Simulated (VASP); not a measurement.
**AlBAs2: relaxation of cell and atoms with PBE**

Crystal: AlBAs2.

```xyz
4
Lattice="1.8041 1.0416 6.6512 -1.8041 1.0416 6.6512 0.0000 -2.0832 6.6512" Properties=species:S:1:pos:R:3 pbc="T T T"
Al    0.0000    0.0000    0.0000
B     0.0000    0.0000    9.9767
As    0.0000    0.0000   17.8153
As    0.0000    0.0000    2.1382
```

The cell was built from a structure type or drawn by symmetry, and may not be a known phase.

- Program: VASP 6.6.1
- Task: relaxation of cell and atoms
- Functional: PBE
- Potentials or basis: VASP PAW PBE potentials, release 64 (Al, B, As)
- Cutoff: 600 eV
- k mesh: 6 × 6 × 6
- Occupations: gaussian, width 0.1 eV
- Spin: no spin polarisation
- Dipole correction: no
- Further INCAR settings: ALGO = Normal; EDIFF = 1e-06; IBRION = 2; EDIFFG = -0.04; NSW = 90; ISIF = 3

```json
{"Relaxed volume": "16.65 Å³/atom", "Relaxed cell": "a = 7.890 Å, b = 7.890 Å, c = 7.890 Å, α = 23.14°, β = 23.14°, γ = 23.14°", "Space group after relaxing (to 0.1 Å)": "R-3m (No. 166)", "Energy gained by relaxing": "456.4 meV/atom", "Ionic steps": "16", "Pressure after relaxing": "-0.3 GPa", "Largest force after relaxing": "0.016 eV/Å", "Band gap on the k mesh": "zero (bands 8 and 9 overlap by 3.40 eV)"}
```

Forces on the atoms (eV/Å):
```
Al   0.000  0.000  0.000
B    0.000  0.000  0.000
As   0.000  0.000 -0.016
As   0.000  0.000  0.016
```

Stress tensor (GPa, compression positive):
```
-0.20  0.00  0.00
 0.00 -0.20  0.00
 0.00  0.00 -0.36
```

Step by step:
```csv
step,energy change (eV),largest force (eV/Å),pressure (GPa),volume (Å³)
1,0.0000,4.0585,4.19,74.99
2,-1.4514,0.3869,-6.45,78.73
3,-1.5183,0.0419,-6.94,77.87
4,-1.7279,0.9081,0.48,69.61
5,-1.7283,0.8652,0.11,69.92
6,-1.7778,0.3318,-0.35,68.82
7,-1.8006,0.1507,-0.59,67.99
8,-1.7883,0.8689,-0.80,66.33
9,-1.8109,0.1116,-0.76,67.45
10,-1.8117,0.2930,-0.81,67.18
11,-1.8119,0.2320,-0.80,67.27
12,-1.8205,0.2875,0.40,65.77
13,-1.8212,0.2743,0.12,66.09
14,-1.8256,0.0290,0.33,66.21
15,-1.8256,0.0217,0.32,66.21
16,-1.8257,0.0156,-0.25,66.59
```

Final structure:
```
CELL_PARAMETERS angstrom
1.58250 0.91365 7.67542
-1.58250 0.91365 7.67542
0.00000 -1.82731 7.67542
ATOMIC_POSITIONS crystal
Al 0.00000 0.00000 0.00000
B 0.50000 0.50000 0.50000
As 0.88868 0.88868 0.88868
As 0.11132 0.11132 0.11132
```

Levels at points of the mesh, in eV from the Fermi level:
```tsv
k point	band 6	band 7	band 8	band 9	band 10	band 11
(0.00, 0.00, 0.00)	0.46	0.46	2.58	2.58	5.59	5.68
(0.50, 0.00, 0.00)	-2.56	-2.55	-0.64	0.59	1.55	2.01
(0.50, 0.50, 0.00)	-2.99	-2.56	-1.55	0.35	1.68	2.48
(0.50, 0.50, 0.50)	0.47	0.47	2.55	2.55	3.29	5.82
```

It took 11 min on 1 thread of Intel(R) Xeon(R) Platinum 8559C (Emerald Rapids), on a shared host, peak memory 0.49 GiB.
